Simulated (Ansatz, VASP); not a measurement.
Au: VASP beside Ansatz

The input POSCAR:

```
Au
1.0
   -1.6376879824      1.6376879824      1.6376879824
    1.6376879824     -1.6376879824      1.6376879824
    3.2753759647      3.2753759647      0.0000000000
Au
2
Direct
    0.0915925388      0.0915925388      0.0000000000
    0.4084074612      0.4084074612      0.5000000000
```

File INCAR.step1:

```
PREC = Accurate ; ENCUT = 520
ISMEAR = 0 ; SIGMA = 0.15
LREAL = F ; LASPH = T
NELM = 100 ; NBANDS = 18
GGA = PE ; ALGO = Normal
EDIFF = 1E-4 ; LWAVE = T
LCHARG = F
```

INCAR.step2

```
PREC = Accurate ; ENCUT = 520
EDIFF = 1E-7 ; ISMEAR = 0
SIGMA = 0.15 ; LREAL = F
LASPH = T ; NELM = 100
ALGO = Normal ; ISIF = 2
LWAVE = F ; LCHARG = F
METAGGA = R2SCAN ; LMIXTAU = T
NBANDS = 18 ; ISTART = 1
```

File KPOINTS:

```
Automatic mesh
0
Gamma
  22 22 14
```

Input for Ansatz:

```yaml
crystal:
  lattice:
    - [-1.6376879824, 1.6376879824, 1.6376879824]
    - [1.6376879824, -1.6376879824, 1.6376879824]
    - [3.2753759647, 3.2753759647, 0.0]
  atoms:
    - { symbol: Au, position: [0.0915925388, 0.0915925388, 0.0] }
    - { symbol: Au, position: [0.4084074612, 0.4084074612, 0.5] }
basis:
  ecutwfc: 500
kpoints:
  mp_grid: { grid: [22, 22, 14] }
hamiltonian:
  xc: r2scan
scf:
  occupations: { method: gaussian, width: 0.15 }
output:
  forces: true
  stress: true
  eigenvalues: true
```

Change from the starting cell: mode 5 (84.4 1/cm) frozen in, largest displacement -0.300 Å.

Alike in both runs: task single point; functional r2SCAN; k mesh 22 × 22 × 14; occupations gaussian, width 0.15 eV; no spin polarisation.

```csv
,VASP,Ansatz
version,VASP 6.6.1,Ansatz 0.2.0
potentials or method,"VASP PAW PBE potentials, release 64 (Au), cutoff 520 eV","scalar-relativistic, plane waves, PAW"
valence electrons in the cell,22,38
```

```csv
,VASP,Ansatz,Ansatz less VASP
gap on the k mesh at the Fermi level (eV),none,none,-
pressure (GPa),11.4,11.1,-0.37
"traceless stress, the component that is largest in VASP (GPa)",15.52,15.43,-0.088
rms of the force components (eV/Å),0.881,0.872,-0.0087
```

VASP's potentials were made for PBE, not for r2SCAN. Atom by atom the forces differ by 0.009 eV/Å (rms over components). A gap of «none» marks a metal or a gap that the smearing closes. VASP's potentials hold 22 valence electrons a cell and Ansatz's 38, so a difference there can come from the potentials and not from the codes.

Spin-orbit coupling is off throughout.
